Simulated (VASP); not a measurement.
Input of a VASP 6.6.1 run:

Contents of INCAR:

```
SYSTEM = NbSi53
  ALGO = Normal
  EDIFF = 1E-7
  ENCUT = 520
  GGA = PE
  ISIF = 2
  ISMEAR = 0
  ISPIN = 2
  LASPH = .TRUE.
  LCHARG = .TRUE.
  LELF = .TRUE.
  LMAXMIX = 4
  LORBIT = 11
  LREAL = Auto
  LVHAR = .TRUE.
  LWAVE = .FALSE.
  MAGMOM = 0.52 0 0 0 0 0 0 0 0 0 0 0 0 0 0 0 0 0 0 0 0 0 0 0 0 0 0 0.2 0.2 0 0.2 0 0 0 0 0 0.2 0 0 0 0 0 0 0 0 0 0 0 0 0 0 0 0 0
  NBANDS = 150
  NELECT = 224.0
  NELM = 150
  PREC = Accurate
  SIGMA = 0.05
```

KPOINTS

```
k-points
0
G
  1 1 1
  0 0 0
```

Contents of POSCAR:

```
NbSi53
1.0
    0.0000000000      8.1406800000      8.1406800000
    8.1406800000      0.0000000000      8.1406800000
    8.1406800000      8.1406800000      0.0000000000
Nb Si
1 53
Direct
    0.2499394398      0.2505383421      0.2502255701
    0.2515829757      0.2512588855      0.5835156992
    0.2516778196      0.2513175286      0.9142419481
    0.2517357710      0.5829564065      0.2511327537
    0.2500352558      0.5833108573      0.5832456522
    0.2515184403      0.5836222356      0.9135476447
    0.2516822083      0.9138754183      0.2512102232
    0.2517593399      0.9143386879      0.5827188391
    0.2498874490      0.9167390586      0.9166425537
    0.5836237745      0.2510255213      0.2514042820
    0.5836640303      0.2498997397      0.5831986024
    0.5833117857      0.2513288143      0.9141446066
    0.5836383626      0.5831687035      0.2497771818
    0.5837630734      0.5832423760      0.5832990813
    0.5837557316      0.5834541399      0.9164312810
    0.5835948542      0.9139714592      0.2511950224
    0.5838196613      0.9163838494      0.5834457665
    0.5837273775      0.9165103525      0.9164230008
    0.9144648412      0.2510844507      0.2512851753
    0.9142566141      0.2513744207      0.5833846465
    0.9171032646      0.2495702154      0.9167738676
    0.9142592135      0.5834570162      0.2508900047
    0.9166936415      0.5834879917      0.5833679018
    0.9166329327      0.5835124284      0.9164603722
    0.9172432252      0.9164787153      0.2495180493
    0.9167587472      0.9165976329      0.5833458903
    0.9171295349      0.9168464068      0.9164399984
    0.1621662522      0.1614974185      0.1619093177
    0.1616823568      0.1617648738      0.5153601813
    0.1678407973      0.1673432545      0.8327760330
    0.1617021887      0.5156911810      0.1609969346
    0.1663816315      0.5001659124      0.5003072962
    0.1663464536      0.5003503184      0.8330249178
    0.1679523350      0.8322901766      0.1672630505
    0.1664851726      0.8330548187      0.5001188760
    0.1678326627      0.8328718786      0.8319304702
    0.5151002258      0.1615777340      0.1616856383
    0.5006389082      0.1659257202      0.5003820923
    0.5006835105      0.1661029217      0.8329782135
    0.5008215722      0.4999964648      0.1660268369
    0.5003034962      0.4999579926      0.4998864018
    0.5005632701      0.5003634357      0.8330714000
    0.5006856553      0.8329681079      0.1660364316
    0.5008486177      0.8329584273      0.5001475514
    0.5001158294      0.8333082820      0.8333128229
    0.8329827407      0.1671277546      0.1674312026
    0.8334536906      0.1661525538      0.5002668373
    0.8326673561      0.1674340019      0.8326670977
    0.8333809360      0.5001057109      0.1660751166
    0.8334657793      0.5003416812      0.5000948039
    0.8337308099      0.4996496819      0.8333099307
    0.8328265162      0.8326791143      0.1670788508
    0.8337839138      0.8333248100      0.4996337745
    0.8336746867      0.8333731689      0.8332192037
```

Potentials or basis: VASP PAW PBE potentials, release 64 (Nb_sv, Si).

Launch:

```console
$ cat potpaw_PBE.64/Nb_sv/POTCAR potpaw_PBE.64/Si/POTCAR > POTCAR
$ mpirun -np 1 vasp_gam > vasp.out
```

(1) Estimate the net moment.

(2) Estimate the largest force.

## Answers

(1) 0.00 μB per cell.

(2) 0.169 eV/Å.

Caveat: the k points lie up to 0.67 Å⁻¹ apart; the cell carries a net charge on a neutralising background, which shifts energy and pressure.
